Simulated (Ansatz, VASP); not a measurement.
One calculation of GaN, two programs

```xyz
2
Lattice="3.2119 0.0000 0.0000 -1.6060 2.7816 0.0000 0.0000 0.0000 23.8000" Properties=species:S:1:pos:R:3 pbc="T T T"
Ga    0.0000    1.8544    7.0000
N     1.6060    0.9272    7.0000
```

Alike in both runs: functional PBE; k mesh 12 × 12 × 1; occupations gaussian, width 0.03 eV; no spin polarisation.

Ansatz relaxed the structure, and its values are those at the end. VASP's run is a single point on that final structure, the one shown.

```csv
,VASP,Ansatz
version,VASP 6.6.1,Ansatz 0.2.0
potentials or method,"VASP PAW PBE potentials, release 64 (Ga_d, N), cutoff 520 eV","scalar-relativistic, plane waves, PAW"
valence electrons in the cell,18,18
```

VASP gave:

* gap on the k mesh at the Fermi level (eV): 2.16
* least direct gap on the mesh (eV): 2.47

What did Ansatz give for the same quantities?

gap on the k mesh at the Fermi level (eV): 2.16; least direct gap on the mesh (eV): 2.45.

Ansatz's warnings: slab cell height set, structure snapped to symmetry, xc potential rough in thin density.
